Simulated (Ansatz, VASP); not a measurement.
## BN: VASP beside Ansatz

File INCAR:

```
  PREC = Accurate
  ENCUT = 520
  EDIFF = 1E-7
  ISMEAR = 0
  SIGMA = 0.05
  LREAL = False
  LASPH = True
  NELM = 80
  ALGO = Normal
  ISIF = 2
  LWAVE = False
  LCHARG = True
  GGA = PE
  IVDW = 12
  LELF = True
  LVHAR = True
  NBANDS = 16
```

KPOINTS

```
regular mesh
0
Gamma
  12 12 4
```

POSCAR

```
BN
1.0
    2.5099983704      0.0000000000      0.0000000000
   -1.2549991852      2.1737223522      0.0000000000
    0.0000000000      0.0000000000      6.6900000000
B N
2 2
Direct
    0.0000000000      0.0000000000      0.5000000000
    0.3333333333      0.6666666667      0.0000000000
    0.0000000000      0.0000000000      0.0000000000
    0.5808219680      0.2413252626      0.5000000000
```

Input for Ansatz:

```yaml
crystal:
  lattice:
    - [2.5099983704, 0.0, 0.0]
    - [-1.2549991852, 2.1737223522, 0.0]
    - [0.0, 0.0, 6.69]
  atoms:
    - { symbol: B, position: [0.0, 0.0, 0.5] }
    - { symbol: B, position: [0.3333333333, 0.6666666667, 0.0] }
    - { symbol: "N", position: [0.0, 0.0, 0.0] }
    - { symbol: "N", position: [0.580821968, 0.2413252626, 0.5] }
basis:
  ecutwfc: 420
kpoints:
  mp_grid: { grid: [12, 12, 4] }
hamiltonian:
  xc: pbe
  dispersion: d3bj
scf:
  occupations: { method: gaussian, width: 0.05 }
output:
  forces: true
  stress: true
  eigenvalues: true
```

Alike in both runs: task single point; functional PBE; dispersion D3(BJ); k mesh 12 × 12 × 4; occupations gaussian, width 0.05 eV; no spin polarisation.

|  | VASP | Ansatz |
| --- | --- | --- |
| version | VASP 6.6.1 | Ansatz 0.2.0 |
| potentials or method | VASP PAW PBE potentials, release 64 (B, N), cutoff 520 eV | scalar-relativistic, plane waves, PAW |
| valence electrons in the cell | 16 | 16 |

Ansatz gave:

* gap on the k mesh at the Fermi level (eV): 2.63
* least direct gap on the mesh (eV): 4.06
* pressure (GPa): 7.9
* traceless stress, the component that is largest in VASP (GPa): 15.41
* rms of the force components (eV/Å): 3.860

Q: Estimate VASP's values.

A: gap on the k mesh at the Fermi level (eV): 2.62; least direct gap on the mesh (eV): 4.06; pressure (GPa): 7.9; traceless stress, the component that is largest in VASP (GPa): 15.49; rms of the force components (eV/Å): 3.856.

Atom by atom the forces differ by 0.005 eV/Å (rms over components).
